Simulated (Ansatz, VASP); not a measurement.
Two plane-wave programs on MgCd2Se3

```
Mg Cd Se
1.0
     4.34246    0.00000    0.00000
    -2.17123    3.76068    0.00000
     0.00000    0.00000   21.16859
Mg Cd Se
2 4 6
Cartesian
  2.1712 1.2536 7.0241
  0.0000 2.5071 17.6084
  2.1712 1.2536 21.1361
  2.1712 1.2536 14.1591
  0.0000 2.5071 3.5748
  0.0000 2.5071 10.5518
  2.1712 1.2536 2.6520
  2.1712 1.2536 9.6293
  2.1712 1.2536 16.8434
  0.0000 2.5071 6.2591
  0.0000 2.5071 13.2363
  0.0000 2.5071 20.2136
```

Alike in both runs: task single point; functional PBE; k mesh 6 × 6 × 1; occupations gaussian, width 0.1 eV; no spin polarisation.

```csv
,VASP,Ansatz
version,VASP 6.6.1,Ansatz 0.2.0
potentials or method,"VASP PAW PBE potentials, release 64 (Mg, Cd, Se), cutoff 520 eV","scalar-relativistic, plane waves, PAW"
valence electrons in the cell,88,196
```

Ansatz gave:

* gap on the k mesh at the Fermi level (eV): 1.01
* least direct gap on the mesh (eV): 1.01
* pressure (GPa): 0.0
* rms of the force components (eV/Å): 0.000

Q: Estimate VASP's values.

A: gap on the k mesh at the Fermi level (eV): 1.01; least direct gap on the mesh (eV): 1.01; pressure (GPa): 0.2; rms of the force components (eV/Å): 0.010.

Atom by atom the forces differ by 0.010 eV/Å (rms over components). VASP's potentials hold 88 valence electrons a cell and Ansatz's 196, so a difference there can come from the potentials and not from the codes.
